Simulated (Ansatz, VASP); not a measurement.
## Ga: VASP beside Ansatz

INCAR

```
SYSTEM = Ga
  PREC = Accurate
  ENCUT = 520
  EDIFF = 1E-8
  ISMEAR = -1
  SIGMA = 0.05
  LREAL = .FALSE.
  LASPH = .TRUE.
  NELM = 80
  ALGO = Normal
  ISIF = 2
  LWAVE = .FALSE.
  LCHARG = .FALSE.
  GGA = PE
  LEFG = .TRUE.
  NBANDS = 34
```

KPOINTS

```
Automatic mesh
0
G
  9 9 8
  0 0 0
```

Contents of POSCAR:

```
Ga
1.0
    2.2628429122     -3.8350990966      0.0000000000
    2.2628429122      3.8350990966      0.0000000000
    0.0000000000      0.0000000000      4.5317057581
Ga
4
Direct
    0.1525000000      0.8475000000      0.0785000000
    0.6525000000      0.3475000000      0.4215000000
    0.8475000000      0.1525000000      0.9215000000
    0.3475000000      0.6525000000      0.5785000000
```

Input for Ansatz:

```yaml
crystal:
  lattice:
    - [2.2628429122, -3.8350990966, 0.0]
    - [2.2628429122, 3.8350990966, 0.0]
    - [0.0, 0.0, 4.5317057581]
  atoms:
    - { symbol: Ga, position: [0.1525, 0.8475, 0.0785] }
    - { symbol: Ga, position: [0.6525, 0.3475, 0.4215] }
    - { symbol: Ga, position: [0.8475, 0.1525, 0.9215] }
    - { symbol: Ga, position: [0.3475, 0.6525, 0.5785] }
kpoints:
  mp_grid: { grid: [9, 9, 8] }
scf:
  occupations: { method: fermi_dirac, width: 0.05 }
hamiltonian:
  xc: pbe
  pseudopotentials: { kind: all_electron, datasets: crystal }
output:
  forces: true
  stress: true
  eigenvalues: true
  efg: { contact_densities: true }
```

Change from the starting cell: volume scaled by 1.01, crystal datasets.

Alike in both runs: task electric field gradients; functional PBE; k mesh 9 × 9 × 8; occupations fermi-dirac, width 0.05 eV; no spin polarisation.

```csv
,VASP,Ansatz
version,VASP 6.6.1,Ansatz 0.2.0
potentials or method,"VASP PAW PBE potentials, release 64 (Ga_d), cutoff 520 eV","all-electron PAW with datasets made for the crystal, scalar-relativistic"
```

|  | VASP | Ansatz | Ansatz less VASP |
| --- | --- | --- | --- |
| pressure (GPa) | 1.8 | 1.7 | -0.12 |
| traceless stress, the component that is largest in VASP (GPa) | 1.52 | 1.48 | -0.034 |
| rms of the force components (eV/Å) | 0.249 | 0.248 | -0.0002 |
| size of Vzz on the site where it differs most (V/Å²) | 51.2 | 54.0 | +2.84 |

Atom by atom the forces differ by 0.000 eV/Å (rms over components). Ansatz ran all-electron here, and VASP with PAW potentials.
